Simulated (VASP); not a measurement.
Here is a VASP 6.6.1 calculation.

The input INCAR:

```
PREC = Accurate
ENCUT = 520
EDIFF = 1E-6
ISMEAR = 0
SIGMA = 0.02
LREAL = Auto
LASPH = True
NELM = 80
ALGO = Normal
ISIF = 2
LWAVE = False
LCHARG = False
GGA = PE
NELECT = 128.0
NBANDS = 87
```

File KPOINTS:

```
Automatic mesh
0
Gamma
  2 2 2
  0.5 0.5 0.5
```

POSCAR

```
MgSi32
1.0
    0.0000000001     -6.6706137337      6.3650227274
   -0.0000000001      6.6706137337      6.3650227274
   -7.7025612697     -0.0000000001     -6.3650227274
Si Mg
32 1
Direct
    0.4878601204      0.3208885277      0.7504938679
    0.7373646584      0.5703936652      0.2495035006
    0.1129891640      0.4465554727      0.5001767419
    0.6128137849      0.9463793440      0.4998258196
    0.9892981392      0.8226220215      0.7483589936
    0.8645659210      0.1993316297      0.0000014281
    0.3616503381      0.6932016898      0.0000006491
    0.2409385128      0.0742629947      0.2516392836
    0.7118813405      0.3729179272      0.5136270731
    0.9431419869      0.6300358645     -0.0000020772
    0.3275663279      0.5084517828      0.2713340312
    0.8268683418      0.9904421962      0.2493282342
    0.1982522416      0.8592888683      0.4863693866
    0.0562321239      0.2371220762      0.7286704777
    0.5775420068      0.7411166108      0.7506758853
    0.4635921108      0.0997554240     -0.0000036351
    0.6731316699      0.5095578155      0.7506718606
    0.9224580185      0.7588834145      0.2493240797
    0.3017478072      0.6407112205      0.5136307082
    0.7881186048      0.1270819782      0.4863728919
    0.1724336546     -0.0084518003      0.7286659338
    0.0364079106      0.4002445974      0.0000036351
    0.5568579988      0.8699641212      0.0000020772
    0.4437679235      0.2628779712      0.2713296171
    0.8871862405      0.5536206813      0.5001741453
    0.1383496062      0.8067982944     -0.0000006491
    0.5107018725      0.6773779902      0.2516411012
    0.0121399270      0.1791115198      0.2495062269
    0.3870108185      0.0534445098      0.4998232231
    0.2590615346      0.4257370527      0.7483608112
    0.7626354319      0.9296064250      0.7504965943
    0.6354341418      0.3006683932     -0.0000014281
    0.2499999714      0.2499999714      0.0000000000
```

Potentials or basis: VASP PAW PBE potentials, release 64 (Si, Mg).

The run is started by

```console
$ cat potpaw_PBE.64/Si/POTCAR potpaw_PBE.64/Mg/POTCAR > POTCAR
$ mpirun -np 1 vasp_std > vasp.out
```

**Question.** Estimate the largest force.

**Answer.** 0.015 eV/Å.

Forces in eV/Å, atoms in the order of the input:
```
Si   0.002 -0.003  0.000
Si  -0.002 -0.003  0.000
Si   0.002  0.002  0.003
Si  -0.002  0.002  0.003
Si   0.003 -0.002 -0.006
Si   0.000 -0.003 -0.003
Si   0.000  0.001 -0.003
Si  -0.003 -0.002 -0.006
Si   0.004  0.001  0.000
Si   0.000 -0.002 -0.002
Si  -0.010  0.003  0.008
Si   0.002 -0.001 -0.002
Si  -0.004  0.001  0.000
Si   0.010  0.003  0.008
Si  -0.002 -0.001 -0.002
Si   0.000 -0.015  0.003
Si  -0.002  0.001  0.002
Si   0.002  0.001  0.002
Si   0.004 -0.001  0.000
Si  -0.004 -0.001  0.000
Si   0.010 -0.003 -0.008
Si   0.000  0.015 -0.003
Si   0.000  0.002  0.002
Si  -0.010 -0.003 -0.008
Si   0.002 -0.002 -0.003
Si   0.000 -0.001  0.003
Si  -0.003  0.002  0.006
Si  -0.002  0.003  0.000
Si  -0.002 -0.002 -0.003
Si   0.003  0.002  0.006
Si   0.002  0.003  0.000
Si   0.000  0.003  0.003
Mg   0.000  0.000  0.000
```

Caveat: the cell carries a net charge on a neutralising background, which shifts energy and pressure.
